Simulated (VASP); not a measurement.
# Ge: single point with PBEsol

Ge:

```
Ge
1.0
     0.00000    2.79531    2.83788
     2.83788    0.00000    2.83788
     2.83788    2.79531    0.00000
Ge
2
Direct
  0.50000 0.50000 0.50000
  0.75000 0.75000 0.75000
```

This cell differs from its parent crystal: strain -0.0150 x Voigt [0, 1, 0, 0, 0, 0].

```yaml
Program: VASP 6.6.1
Task: single point
Functional: PBEsol
Potentials_or_basis: VASP PAW PBE potentials, release 64 (Ge_d)
Cutoff: 520 eV
k_mesh: 18 × 18 × 18
Occupations: gaussian, width 0.15 eV
Spin: no spin polarisation
Dipole_correction: no
Further_INCAR_settings: ALGO = Normal; EDIFF = 1e-06; NBANDS = 21
```

```
Pressure               : 0.6 GPa
Band gap on the k mesh : 0.03 eV, direct
```

Stress tensor (GPa, compression positive):
```
0.28 0.00 0.00
0.00 1.34 0.00
0.00 0.00 0.28
```

Levels at points of the mesh, in eV from the valence-band top:
| k point | band 10 | band 11 | band 12 | band 13 | band 14 | band 15 | band 16 | band 17 | band 18 | band 19 |
| --- | --- | --- | --- | --- | --- | --- | --- | --- | --- | --- |
| (0.00, 0.00, 0.00) | -24.54 | -12.88 | -0.08 | -0.08 | 0.00 | 0.03 | 2.45 | 2.52 | 2.52 | 6.19 |
| (0.50, 0.00, 0.00) | -24.52 | -10.77 | -7.70 | -1.53 | -1.39 | 0.09 | 3.62 | 3.73 | 6.93 | 10.40 |
| (0.50, 0.50, 0.00) | -24.50 | -8.99 | -8.99 | -3.11 | -3.11 | 0.66 | 0.66 | 9.48 | 9.48 | 11.49 |
| (0.50, 0.00, 0.50) | -24.51 | -8.92 | -8.92 | -3.22 | -3.22 | 0.54 | 0.54 | 9.50 | 9.50 | 11.56 |

Run time: 4.5 min on 1 thread of Oxide Virtual Turin-like Processor (shared host), peak memory 0.41 GiB.

Caveat: the cell differs from its parent crystal (strain -0.0150 x Voigt [0, 1, 0, 0, 0, 0]); the PAW data sets were made with another functional, which shifts forces and pressure a little. A k mesh can miss the band edges.
